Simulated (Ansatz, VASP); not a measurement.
# Two plane-wave programs on Ta

INCAR

```
ALGO = Fast
EDIFF = 1E-6
ENCUT = 520
GGA = PE
ISIF = 2
ISMEAR = 0
LASPH = True
LCHARG = True
LELF = True
LREAL = False
LVHAR = True
LWAVE = False
NBANDS = 12
NELM = 80
PREC = Accurate
SIGMA = 0.15
```

File KPOINTS:

```
k-points
0
Gamma
  18 18 18
```

The input POSCAR:

```
Ta
1.0
   -1.6138477708      1.6594835689      1.5350223012
    1.6138477708     -1.6594835689      1.5350223012
    1.6138477708      1.6594835689     -1.5350223012
Ta
1
Direct
    0.0000000000      0.0000000000      0.0000000000
```

Input for Ansatz:

```yaml
crystal:
  lattice:
    - [-1.6138477708, 1.6594835689, 1.5350223012]
    - [1.6138477708, -1.6594835689, 1.5350223012]
    - [1.6138477708, 1.6594835689, -1.5350223012]
  atoms:
    - { symbol: Ta, position: [0.0, 0.0, 0.0] }
basis:
  ecutwfc: 420
kpoints:
  mp_grid: { grid: [18, 18, 18] }
hamiltonian:
  xc: pbe
  pseudopotentials: { kind: paw, azcp: { folder: soft_1 } }
scf:
  occupations: { method: gaussian, width: 0.15 }
output:
  forces: true
  stress: true
  eigenvalues: true
```

Change from the starting cell: normal strain along x -0.0275, normal strain along z -0.0750.

Alike in both runs: task single point; functional PBE; k mesh 18 × 18 × 18; occupations gaussian, width 0.15 eV; no spin polarisation.

|  | VASP | Ansatz |
| --- | --- | --- |
| version | VASP 6.6.1 | Ansatz 0.2.0 |
| potentials or method | VASP PAW PBE potentials, release 64 (Ta_pv), cutoff 520 eV | scalar-relativistic, plane waves, PAW |
| valence electrons in the cell | 11 | 13 |

Ansatz gave:

| Property | Result |
| --- | --- |
| gap on the k mesh at the Fermi level (eV) | none |
| pressure (GPa) | 25.7 |
| traceless stress, the component that is largest in VASP (GPa) | 5.61 |

Task: Which values does VASP return?

Result: gap on the k mesh at the Fermi level (eV): none; pressure (GPa): 26.1; traceless stress, the component that is largest in VASP (GPa): 5.60.

A gap of «none» marks a metal or a gap that the smearing closes. VASP's potentials hold 11 valence electrons a cell and Ansatz's 13, so a difference there can come from the potentials and not from the codes.

Neither program's run includes spin-orbit coupling.
